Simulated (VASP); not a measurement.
A run of VASP 6.6.1 is set up as follows.

The input INCAR:

```
PREC = Accurate ; ENCUT = 520
EDIFF = 1E-7 ; ISMEAR = -1
SIGMA = 0.05 ; LREAL = False
LASPH = True ; NELM = 80
ALGO = Normal ; ISIF = 2
LWAVE = False ; LCHARG = False
GGA = CA ; NBANDS = 26
```

KPOINTS

```
regular mesh
0
Gamma
  11 11 11
```

File POSCAR:

```
NbAs
1.0
   -1.6906186857      1.6906186857      5.7207828749
    1.6906186857     -1.6906186857      5.7207828749
    1.6906186857      1.6906186857     -5.7207828749
Nb As
2 2
Direct
    0.5000000000      0.0000000000      0.5000000000
    0.7500000000      0.7500000000      0.0000000000
    0.9160000000      0.4160000000      0.5000000000
    0.1660000000      0.1660000000      0.0000000000
```

Potentials or basis: VASP PAW LDA potentials, release 64 (Nb_sv, As).

The run is started by

```console
$ cat potpaw_LDA.64/Nb_sv/POTCAR potpaw_LDA.64/As/POTCAR > POTCAR
$ mpirun -np 1 vasp_std > vasp.out
```

**Question.** Estimate the band gap on the k mesh.

**Answer.** 0.02 eV (least direct gap 0.08 eV).

**Question.** What does it give for the largest force?

**Answer.** 0.362 eV/Å.

**Question.** Estimate the pressure.

**Answer.** 6.5 GPa.

Stress tensor (GPa, compression positive):
```
6.41 0.00 0.00
0.00 6.41 0.00
0.00 0.00 6.56
```

Caveat: the cell stands under pressure; an odd mesh through Γ misses points on the zone boundary, where band edges can lie.
